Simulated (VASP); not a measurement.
Write the native input for VASP 6.6.1 that does the following.

```
Task                   : single point
Functional             : PBE
Potentials or basis    : VASP PAW PBE potentials, release 64 (Cs_sv)
Cutoff                 : 520 eV
k mesh                 : 4 × 4 × 4
Occupations            : tetrahedron
Spin                   : no spin polarisation
Dipole correction      : no
Further INCAR settings : ALGO = Fast; EDIFF = 1e-06; NBANDS = 10
```

The structure of Cs lies in POSCAR:

```
Cs
1.0
   -3.1284650614      3.1284650614      3.1284650614
    3.1284650614     -3.1284650614      3.1284650614
    3.1284650614      3.1284650614     -3.1284650614
Cs
1
Direct
    0.0000000000      0.0000000000      0.0000000000
```

These files were run (other wordings do the same):

INCAR

```
SYSTEM = Cs
PREC = Accurate
ENCUT = 520
EDIFF = 1E-6
ISMEAR = -4
SIGMA = 0.1
LREAL = .FALSE.
LASPH = .TRUE.
NELM = 80
ALGO = Fast
ISIF = 2
LWAVE = .FALSE.
LCHARG = .FALSE.
GGA = PE
NBANDS = 10
```

KPOINTS

```
regular mesh
0
G
  4 4 4
  0 0 0
```

Potentials or basis: VASP PAW PBE potentials, release 64 (Cs_sv).

Command:

```sh
$ cat potpaw_PBE.64/Cs_sv/POTCAR > POTCAR
$ mpirun -np 1 vasp_std > vasp.out
```

It gave:

```yaml
Pressure: -0.1 GPa
```

It took 10 s on 1 thread of AMD EPYC 9R45 (Zen 5), with other jobs on the host, peak memory 0.18 GiB.
